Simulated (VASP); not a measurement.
# RbZnI3 (Pm-3m) in VASP: further runs, part 2 of 3

VASP 6.6.1. Earlier steps stand in the parts before.

**3. Single point, PBE (volume changed by +3%)**

INCAR

```
SYSTEM = RbZnI3
PREC = Accurate
ENCUT = 520
EDIFF = 1E-7
ISMEAR = -1
SIGMA = 0.02
LREAL = .False.
LASPH = .True.
NELM = 80
ALGO = Normal
ISIF = 2
LWAVE = .False.
LCHARG = .False.
GGA = PE
NBANDS = 29
```

KPOINTS

```
regular mesh
0
Gamma
  4 4 4
  0 0 0
```

POSCAR

```
RbZnI3
1.0
    5.8364211500      0.0000000000      0.0000000000
    0.0000000000      5.8364211500      0.0000000000
    0.0000000000      0.0000000000      5.8364211500
Rb Zn I
1 1 3
Direct
    0.0000000000      0.0000000000      0.0000000000
    0.5000000000      0.5000000000      0.5000000000
    0.5000000000      0.5000000000      0.0000000000
    0.5000000000      0.0000000000      0.5000000000
    0.0000000000      0.5000000000      0.5000000000
```

Potentials or basis: VASP PAW PBE potentials, release 64 (Rb_sv, Zn, I).

On the command line:

```sh
> cat potpaw_PBE.64/Rb_sv/POTCAR potpaw_PBE.64/Zn/POTCAR potpaw_PBE.64/I/POTCAR > POTCAR
> mpirun -np 1 vasp_std > vasp.out
```

OUTCAR:

```text
SYSTEM = RbZnI3
   PREC = Accurate
   ENCUT = 520
   EDIFF = 1E-7
   ISMEAR = -1
   LREAL = .False.
   LASPH = .True.
   NELM = 80
   ISIF = 2
   GGA = PE

 ion  position               nearest neighbor table
   1  0.000  0.000  0.000-   3 4.13   4 4.13   5 4.13   4 4.13   5 4.13   3 4.13   5 4.13   5 4.13
                             3 4.13   4 4.13   4 4.13   3 4.13
   2  0.500  0.500  0.500-   3 2.92   4 2.92   5 2.92   3 2.92   4 2.92   5 2.92
   3  0.500  0.500  0.000-   2 2.92   2 2.92   1 4.13   1 4.13   1 4.13   1 4.13
   4  0.500  0.000  0.500-   2 2.92   2 2.92   1 4.13   1 4.13   1 4.13   1 4.13
   5  0.000  0.500  0.500-   2 2.92   2 2.92   1 4.13   1 4.13   1 4.13   1 4.13

  LATTYP: Found a simple cubic cell.
 ALAT       =     5.8364211500

  Lattice vectors:

 A1 = (   5.8364211500,   0.0000000000,   0.0000000000)
 A2 = (   0.0000000000,   5.8364211500,   0.0000000000)
 A3 = (   0.0000000000,   0.0000000000,   5.8364211500)

Analysis of symmetry for initial positions (statically):
=====================================================================
 Subroutine PRICEL returns:
 Original cell was already a primitive cell.

 Routine SETGRP: Setting up the symmetry group for a
 simple cubic supercell.

 Subroutine GETGRP returns: Found 48 space group operations
 (whereof 48 operations were pure point group operations)
 out of a pool of 48 trial point group operations.

The static configuration has the point symmetry O_h .

Analysis of symmetry for dynamics (positions and initial velocities):
=====================================================================
 Subroutine PRICEL returns:
 Original cell was already a primitive cell.

 Routine SETGRP: Setting up the symmetry group for a
 simple cubic supercell.

 Subroutine GETGRP returns: Found 48 space group operations
 (whereof 48 operations were pure point group operations)
 out of a pool of 48 trial point group operations.

The dynamic configuration has the point symmetry O_h .

 Subroutine INISYM returns: Found 48 space group operations
 (whereof 48 operations are pure point group operations),
 and found     1 'primitive' translations

----------------------------------------------------------------------------------------

                                     Primitive cell

  volume of cell :     198.8108

  direct lattice vectors                    reciprocal lattice vectors
     5.836421150  0.000000000  0.000000000     0.171337875  0.000000000  0.000000000
     0.000000000  5.836421150  0.000000000     0.000000000  0.171337875  0.000000000
     0.000000000  0.000000000  5.836421150     0.000000000  0.000000000  0.171337875

  length of vectors
     5.836421150  5.836421150  5.836421150     0.171337875  0.171337875  0.171337875

  position of ions in fractional coordinates (direct lattice)
     0.000000000  0.000000000  0.000000000
     0.500000000  0.500000000  0.500000000
     0.500000000  0.500000000  0.000000000
[... 30 lines left out ...]
     0.000000000  0.000000000  0.000000000

 Subroutine IBZKPT returns following result:
 ===========================================

 Found     10 irreducible k-points:

 Following reciprocal coordinates:
            Coordinates               Weight
  0.000000  0.000000  0.000000      1.000000
  0.250000  0.000000  0.000000      6.000000
  0.500000  0.000000  0.000000      3.000000
  0.250000  0.250000  0.000000     12.000000
  0.500000  0.250000  0.000000     12.000000
  0.500000  0.500000  0.000000      3.000000
  0.250000  0.250000  0.250000      8.000000
  0.500000  0.250000  0.250000     12.000000
  0.500000  0.500000  0.250000      6.000000
  0.500000  0.500000  0.500000      1.000000
   k-points           NKPTS =     10   k-points in BZ     NKDIM =     10   number of bands    NBANDS=     29
   number of dos      NEDOS =    301   number of ions     NIONS =      5
   total plane-waves  NPLWV = 110592
   dimension x,y,z NGX =    48 NGY =   48 NGZ =   48
   dimension x,y,z NGXF=    96 NGYF=   96 NGZF=   96
   ions per type =               1   1   3
   NGX,Y,Z   is equivalent  to a cutoff of  13.67, 13.67, 13.67 a.u.
   NGXF,Y,Z  is equivalent  to a cutoff of  27.34, 27.34, 27.34 a.u.
 SYSTEM =  RbZnI3
   PREC   = accura    normal or accurate (medium, high low for compatibility)
   ISTART =      0    job   : 0-new  1-cont  2-samecut
   ICHARG =      2    charge: 1-file 2-atom 10-const
   ISPIN  =      1    spin polarized calculation?
   LNONCOLLINEAR =      F non collinear calculations
   LSORBIT =      F    spin-orbit coupling
   LASPH  =      T    aspherical Exc in radial PAW
   ENCUT  =  520.0 eV  38.22 Ry    6.18 a.u.  10.85 10.85 10.85*2*pi/ulx,y,z
   NELM   =     80;   NELMIN=  2; NELMDL= -5     # of ELM steps
   EDIFF  = 0.1E-06   stopping-criterion for ELM
   LREAL  =      F    real-space projection
   EDIFFG = 0.1E-05   stopping-criterion for IOM
   NSW    =      0    number of steps for IOM
   IBRION =     -1    ionic relax: 0-MD 1-quasi-New 2-CG
   NFREE  =      0    steps in history (QN), initial steepest desc. (CG)
   ISIF   =      2    stress and relaxation
   ISYM   =      2    0-nonsym 1-usesym 2-fastsym
   POTIM  = 0.5000    time-step for ionic-motion
   TEBEG  =    0.0;   TEEND  =   0.0 temperature during run
   PSTRESS=    0.0 pullay stress
   NELECT =      42.0000    total number of electrons
   NUPDOWN=      -1.0000    fix difference up-down
   EMIN   =  10.00;   EMAX   =-10.00  energy-range for DOS
   EFERMI =   0.00;   METHOD = LEGACY
   ISMEAR =    -1;   SIGMA  =   0.02  broadening in eV -4-tet -1-fermi 0-gaus
   EFERMI_NEDOS =   21; number of points for ismear=-14 and -15
   IALGO  =     38    algorithm
   IMIX   =      4    mixing-type and parameters
     AMIX     =   0.40;   BMIX     =  1.00
     AMIX_MAG =   1.60;   BMIX_MAG =  1.00
  volume/ion in A,a.u.               =      39.76       268.33
  Fermi-wavevector in a.u.,A,eV,Ry     =   0.975015  1.842511 12.934437  0.950654
  Thomas-Fermi vector in A             =   2.105521
   LORBIT       =      0    0 simple, 1 ext, 2 COOP (PROOUT), +10 PAW based schemes
   GGA     = PE    functional components
   LHFCALC =     F    Hartree Fock is set to
   AEXX    =    0.0000 exact exchange contribution
   IVDW    =     0    specifies the selected vdW correction
   LEPSILON=     F    determine dielectric tensor
   LRPA    =     F    only Hartree local field effects (RPA)
 non-spin polarized calculation
  energy-cutoff  :      520.00
  volume of cell :      198.81
 maximum number of plane-waves:      5400
 NGX is ok and might be reduce to    48
   NGX = 21   NGY = 21   NGZ = 21

 number of electron      41.9999994 magnetization

 Free energy of the ion-electron system (eV)
  ---------------------------------------------------
  ext. energy  EPLUGINS =         0.00000000
  ---------------------------------------------------
  free energy    TOTEN  =       -10.68766017 eV

  energy without entropy =      -10.68555615  energy(sigma->0) =      -10.68660816

 E-fermi :   1.3123     XC(G=0):  -7.8698

 val. band max:        1.2746573836   @ k =   0.5000   0.5000   0.5000
 cond. band min:       1.9051357845   @ k =   0.2500   0.0000   0.0000
 fundamental gap:      0.6304784010
 Fermi energy:         1.3122771445

 k-point     1 :       0.0000    0.0000    0.0000
  band No.  band energies     occupation
      1     -24.7845      2.00000
      2     -10.6865      2.00000
      3      -9.8935      2.00000
      4      -9.8935      2.00000
      5      -8.8608      2.00000
      6      -8.8608      2.00000
[... 309 lines left out ...]
     28       7.7049      0.00000
     29       7.7049      0.00000

------------------------ aborting loop because EDIFF is reached ----------------------------------------

  FORCE on cell =-STRESS in cart. coord.  units (eV):
  Direction    XX          YY          ZZ          XY          YZ          ZX
  --------------------------------------------------------------------------------------
  -------------------------------------------------------------------------------------
  Total       -0.6469363     -0.6469363     -0.6469363     -0.0000000     -0.0000000      0.0000000
  in kB       -5.2135345     -5.2135345     -5.2135345     -0.0000000     -0.0000000      0.0000000
  external PRESSURE =      -5.2135345 kB  Pullay stress =       0.0000000 kB

 VOLUME and BASIS-vectors are now :
 -----------------------------------------------------------------------------
  energy-cutoff  :      520.00
  volume of cell :      198.81
      direct lattice vectors                 reciprocal lattice vectors
     5.836421150  0.000000000  0.000000000     0.171337875  0.000000000  0.000000000
     0.000000000  5.836421150  0.000000000     0.000000000  0.171337875  0.000000000
     0.000000000  0.000000000  5.836421150     0.000000000  0.000000000  0.171337875

 POSITION                                       TOTAL-FORCE (eV/Angst)
 -----------------------------------------------------------------------------------
      0.00000      0.00000      0.00000         0.000000      0.000000      0.000000
      2.91821      2.91821      2.91821         0.000000      0.000000      0.000000
      2.91821      2.91821      0.00000         0.000000      0.000000      0.000000
      2.91821      0.00000      2.91821         0.000000      0.000000      0.000000
      0.00000      2.91821      2.91821         0.000000      0.000000      0.000000
 -----------------------------------------------------------------------------------
    total drift:                                0.000000     -0.000000     -0.000000

  FREE ENERGIE OF THE ION-ELECTRON SYSTEM (eV)
  ---------------------------------------------------
  free  energy   TOTEN  =       -10.6876601702 eV

  energy  without entropy=      -10.6855561496  energy(sigma->0) =      -10.68660816
```

OSZICAR:

```text
N       E                     dE             d eps       ncg     rms          rms(c)
DAV:   1     0.278253281478E+03    0.27825E+03   -0.17135E+04   580   0.128E+03
DAV:   2     0.157557332755E+02   -0.26250E+03   -0.25244E+03   671   0.264E+02
DAV:   3    -0.105053485651E+02   -0.26261E+02   -0.26075E+02   702   0.875E+01
DAV:   4    -0.113213083840E+02   -0.81596E+00   -0.81508E+00   905   0.152E+01
DAV:   5    -0.113323065449E+02   -0.10998E-01   -0.10996E-01   814   0.159E+00    0.492E+00
DAV:   6    -0.107486022722E+02    0.58370E+00   -0.11874E+00   677   0.182E+01    0.397E+00
DAV:   7    -0.106848628042E+02    0.63739E-01   -0.50720E-01   683   0.369E+00    0.156E+00
DAV:   8    -0.106868177266E+02   -0.19549E-02   -0.25770E-02   691   0.934E-01    0.539E-01
DAV:   9    -0.106875684869E+02   -0.75076E-03   -0.29345E-03   676   0.452E-01    0.633E-02
DAV:  10    -0.106875912927E+02   -0.22806E-04   -0.35968E-04   721   0.184E-01    0.385E-02
DAV:  11    -0.106876594408E+02   -0.68148E-04   -0.28145E-04   673   0.849E-02    0.158E-02
DAV:  12    -0.106876611746E+02   -0.17338E-05   -0.22624E-05   762   0.336E-02    0.110E-02
DAV:  13    -0.106876604053E+02    0.76935E-06   -0.13071E-06   729   0.106E-02    0.317E-03
DAV:  14    -0.106876599833E+02    0.42193E-06   -0.45884E-07   607   0.553E-03    0.115E-03
DAV:  15    -0.106876601481E+02   -0.16474E-06   -0.85675E-08   440   0.267E-03    0.270E-04
DAV:  16    -0.106876601702E+02   -0.22117E-07   -0.11012E-08   385   0.700E-04
   1 F= -.10687660E+02 E0= -.10686608E+02  d E =-.210402E-02
```

Run time: 81 s. Hardware: 1 thread of Intel Xeon Platinum 8259CL at 2.50GHz (Skylake/Cascade Lake), shared host; peak memory 0.34 GiB.

What came out:

```yaml
Free_energy: -10.6877 eV
Pressure: -0.5 GPa
Band_gap_on_the_k_mesh: zero (band 21 reaches 1.27 eV, above the bottom of band 22 at 0.81 eV)
```

Levels at points of the mesh, in eV from the Fermi level:
| k point | band 17 | band 18 | band 19 | band 20 | band 21 | band 22 | band 23 | band 24 | band 25 | band 26 |
| --- | --- | --- | --- | --- | --- | --- | --- | --- | --- | --- |
| (0.00, 0.00, 0.00) | -0.85 | -0.85 | -0.85 | -0.50 | -0.50 | -0.50 | 3.59 | 4.90 | 4.90 | 5.40 |
| (0.50, 0.00, 0.00) | -1.19 | -1.19 | -1.10 | -0.68 | -0.68 | 2.00 | 4.63 | 5.37 | 6.09 | 6.31 |
| (0.50, 0.50, 0.00) | -1.33 | -1.24 | -1.24 | -0.43 | -0.06 | 3.31 | 4.55 | 4.55 | 5.69 | 6.53 |
| (0.50, 0.50, 0.50) | -0.42 | -0.42 | -0.04 | -0.04 | -0.04 | 3.93 | 3.93 | 3.93 | 4.09 | 4.64 |

Caveat: spin-orbit coupling is left out, which moves the levels of the heavy elements.

**4. Single point, PBE (volume changed by +6%)**

INCAR

```
  PREC = Accurate
  ENCUT = 520
  EDIFF = 1E-7
  ISMEAR = -1
  SIGMA = 0.02
  LREAL = F
  LASPH = T
  NELM = 80
  ALGO = Normal
  ISIF = 2
  LWAVE = F
  LCHARG = F
  GGA = PE
  NBANDS = 29
```

KPOINTS

```
regular mesh
0
Gamma
  4 4 4
```

Edit POSCAR of step 3 so:

```diff
@@ -2,5 +2,5 @@
 1.0
-    5.8364211500      0.0000000000      0.0000000000
-    0.0000000000      5.8364211500      0.0000000000
-    0.0000000000      0.0000000000      5.8364211500
+    5.8925440270      0.0000000000      0.0000000000
+    0.0000000000      5.8925440270      0.0000000000
+    0.0000000000      0.0000000000      5.8925440270
 Rb Zn I
```

On the command line:

```sh
> cat potpaw_PBE.64/Rb_sv/POTCAR potpaw_PBE.64/Zn/POTCAR potpaw_PBE.64/I/POTCAR > POTCAR
> mpirun -np 1 vasp_std > vasp.out
```

It took 78 s on 1 thread of Intel Xeon Platinum 8259CL at 2.50GHz (Skylake/Cascade Lake), shared host; peak memory 0.34 GiB.

It converged, with:

```
Free energy            : -10.6600 eV
Pressure               : -1.0 GPa
Band gap on the k mesh : zero (band 21 reaches 1.05 eV, above the bottom of band 22 at 0.61 eV)
```

Levels at points of the mesh, in eV from the Fermi level:
```tsv
k point	band 18	band 19	band 20	band 21	band 22	band 23	band 24	band 25
(0.00, 0.00, 0.00)	-0.81	-0.81	-0.48	-0.48	-0.48	3.57	4.96	4.96
(0.50, 0.00, 0.00)	-1.13	-1.04	-0.65	-0.65	1.91	4.65	5.36	5.96
(0.50, 0.50, 0.00)	-1.17	-1.17	-0.44	-0.06	3.19	4.54	4.54	5.65
(0.50, 0.50, 0.50)	-0.43	-0.04	-0.04	-0.04	3.93	3.93	3.93	4.12
```

Caveat: spin-orbit coupling is left out, which moves the levels of the heavy elements.

(Part 2 of 3 ends here.)
